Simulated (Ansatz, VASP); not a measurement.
## MgO: VASP beside Ansatz

Contents of INCAR:

```
SYSTEM = MgO
PREC = Accurate
ENCUT = 520
EDIFF = 1E-6
ISMEAR = 0
SIGMA = 0.05
LREAL = .False.
LASPH = .True.
NELM = 80
ALGO = Normal
ISIF = 2
LWAVE = .False.
LCHARG = .False.
GGA = PE
NBANDS = 26
```

File KPOINTS:

```
Automatic mesh
0
Gamma
  6 6 6
  0 0 0
```

Contents of POSCAR:

```
MgO
1.0
    1.4688622380      2.5441440255      2.6797873418
   -1.4688622380     -2.5441440255      2.6797873418
    4.4065867139     -2.5441440255      0.0000000000
Mg O
4 4
Direct
    0.5707507115      0.4292492885     -0.0471671410
    0.2500000000      0.7500000000      0.5000000000
    0.7500000000      0.2500000000      0.5000000000
    0.0000000000      0.0000000000      0.0000000000
    0.7500000000      0.7500000000      0.3333333333
    0.5000000000      1.0000000000      0.8333333333
    0.0000000000      0.5000000000      0.8333333333
    0.2500000000      0.2500000000      0.3333333333
```

Input for Ansatz:

```yaml
crystal:
  lattice:
    - [1.468862238, 2.5441440255, 2.6797873418]
    - [-1.468862238, -2.5441440255, 2.6797873418]
    - [4.4065867139, -2.5441440255, 0.0]
  atoms:
    - { symbol: Mg, position: [0.5707507115, 0.4292492885, -0.047167141] }
    - { symbol: Mg, position: [0.25, 0.75, 0.5] }
    - { symbol: Mg, position: [0.75, 0.25, 0.5] }
    - { symbol: Mg, position: [0.0, 0.0, 0.0] }
    - { symbol: O, position: [0.75, 0.75, 0.3333333333] }
    - { symbol: O, position: [0.5, 1.0, 0.8333333333] }
    - { symbol: O, position: [0.0, 0.5, 0.8333333333] }
    - { symbol: O, position: [0.25, 0.25, 0.3333333333] }
basis:
  ecutwfc: 420
kpoints:
  mp_grid: { grid: [6, 6, 6] }
hamiltonian:
  xc: pbe
scf:
  occupations: { method: gaussian, width: 0.05 }
output:
  forces: true
  stress: true
  eigenvalues: true
```

Alike in both runs: task single point; functional PBE; k mesh 6 × 6 × 6; occupations gaussian, width 0.05 eV; no spin polarisation.

```csv
,VASP,Ansatz
version,VASP 6.6.1,Ansatz 0.2.0
potentials or method,"VASP PAW PBE potentials, release 64 (Mg, O), cutoff 520 eV","scalar-relativistic, plane waves, PAW"
valence electrons in the cell,32,64
```

```tsv
	VASP	Ansatz	Ansatz less VASP
gap on the k mesh at the Fermi level (eV)	2.46	2.49	+0.027
least direct gap on the mesh (eV)	2.63	2.65	+0.026
pressure (GPa)	5.8	6.2	+0.48
traceless stress, the component that is largest in VASP (GPa)	-3.55	-3.45	+0.102
rms of the force components (eV/Å)	1.471	1.447	-0.0238
```

Atom by atom the forces differ by 0.024 eV/Å (rms over components). VASP's potentials hold 32 valence electrons a cell and Ansatz's 64, so a difference there can come from the potentials and not from the codes.
